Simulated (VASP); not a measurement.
The system is Br.

```
Br
1.0
     3.87688    0.00000    0.00000
    -1.93844    3.35747    0.00000
     0.00000    0.00000    4.24524
Br
3
Direct
  0.00000 0.50000 0.33333
  0.50000 0.50000 0.66667
  0.50000 0.00000 0.00000
```

The cell was built from a structure type or drawn by symmetry, and may not be a known phase.

| Item | Value |
| --- | --- |
| Program | VASP 6.6.1 |
| Task | relaxation of cell and atoms |
| Functional | PBE |
| Potentials or basis | VASP PAW PBE potentials, release 64 (Br) |
| Cutoff | 600 eV |
| k mesh | 6 × 6 × 4 |
| Occupations | gaussian, width 0.1 eV |
| Spin | no spin polarisation |

At the start: pressure 60.4 GPa; volume 18.42 Å³/atom.

Q: Where does the relaxation end?

A: Over 15 steps the energy falls by 1833.2 meV/atom and the volume is 30.56 Å³/atom (+65.9 %); space group P6_422 (No. 181, to 0.1 Å) before and after.

Step by step:
| step | energy change (eV) | largest force (eV/Å) | pressure (GPa) | volume (Å³) |
| --- | --- | --- | --- | --- |
| 1 | 0.0000 | 0.0000 | 60.40 | 55.26 |
| 2 | -4.9786 | 0.0000 | -2.71 | 131.34 |
| 3 | -5.2436 | 0.0000 | 1.31 | 98.88 |
| 4 | -5.2619 | 0.0000 | -0.61 | 107.49 |
| 5 | -5.2670 | 0.0000 | -0.13 | 104.92 |
| 6 | -5.2666 | 0.0000 | 0.12 | 103.71 |
| 7 | -5.2807 | 0.0000 | 0.07 | 103.51 |
| 8 | -5.3239 | 0.0000 | -0.06 | 102.79 |
| 9 | -5.4081 | 0.0000 | -0.41 | 100.82 |
| 10 | -5.4756 | 0.0000 | -1.24 | 94.94 |
| 11 | -5.4753 | 0.0000 | -0.88 | 97.88 |
| 12 | -5.4819 | 0.0000 | -0.99 | 97.10 |
| 13 | -5.4981 | 0.0000 | -0.36 | 92.85 |
| 14 | -5.4989 | 0.0000 | -0.18 | 91.82 |
| 15 | -5.4995 | 0.0000 | -0.02 | 91.67 |

Final structure:
```
Br
1.0
     4.04022    0.00000    0.00000
    -2.02011    3.49893    0.00000
     0.00000    0.00000    6.48497
Br
3
Direct
  0.00000 0.50000 0.33333
  0.50000 0.50000 0.66667
  0.50000 0.00000 0.00000
```

Caveat: the k points lie up to 0.30 Å⁻¹ apart in the final cell, too coarse for converged energies and pressures of a metal; the volume moved by over 15 % at a fixed basis, so the end points are rough; an odd number of electrons without spin polarisation forces a metal; a magnetic or distorted state may lie lower.
